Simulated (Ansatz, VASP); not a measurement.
**Hf in VASP and in Ansatz**

File INCAR:

```
SYSTEM = Hf
  PREC = Accurate
  ENCUT = 520
  EDIFF = 1E-6
  ISMEAR = 1
  SIGMA = 1.0
  LREAL = .False.
  LASPH = .True.
  NELM = 60
  ALGO = Normal
  ISIF = 2
  LWAVE = .False.
  LCHARG = .False.
  GGA = PE
  NBANDS = 17
```

File KPOINTS:

```
regular mesh
0
Gamma
  11 11 6
  0 0 0
```

POSCAR

```
Hf
1.0
    3.2045059552      0.0000000000      0.0000000000
   -1.6022529776      2.7751835638      0.0000000000
    0.0000000000      0.0000000000      5.0738215932
Hf
2
Direct
    0.3333333333      0.6666666667      0.2500000000
    0.6666666667      0.3333333333      0.7500000000
```

Input for Ansatz:

```yaml
crystal:
  lattice:
    - [3.2045059552, 0.0, 0.0]
    - [-1.6022529776, 2.7751835638, 0.0]
    - [0.0, 0.0, 5.0738215932]
  atoms:
    - { symbol: Hf, position: [0.3333333333, 0.6666666667, 0.25] }
    - { symbol: Hf, position: [0.6666666667, 0.3333333333, 0.75] }
hamiltonian:
  xc: pbe
  pseudopotentials:
    kind: paw
    azcp:
      Hf: "pseudopotentials/Hf.paw.azcp"
basis:
  ecutwfc: 420
  fft_grid_basis: typed
kpoints:
  mp_grid: { grid: [11, 11, 6], shift: [0, 0, 0] }
magnetization:
  spin_polarized: false
scf:
  occupations: { method: methfessel_paxton, width: 1.0 }
  lower_state_search: "off"
output:
  stress: true
```

Alike in both runs: task single point; functional PBE; k mesh 11 × 11 × 6; occupations methfessel-paxton of order 1, width 1 eV; no spin polarisation.

```csv
,VASP,Ansatz
version,VASP 6.6.1,Ansatz 0.2.0
potentials or method,"VASP PAW PBE potentials, release 64 (Hf_pv), cutoff 520 eV","plane waves (420 eV) with PAW, scalar-relativistic"
valence electrons in the cell,20,52
```

|  | VASP | Ansatz | Ansatz less VASP |
| --- | --- | --- | --- |
| pressure (GPa) | -0.7 | -0.3 | +0.44 |
| traceless stress, the component that is largest in VASP (GPa) | 0.46 | 0.52 | +0.059 |

With one functional, cell and mesh, what is left measures potentials, basis and numerics. VASP's potentials hold 20 valence electrons a cell and Ansatz's 52, so a difference there can come from the potentials and not from the codes.

Spin-orbit coupling is off throughout.
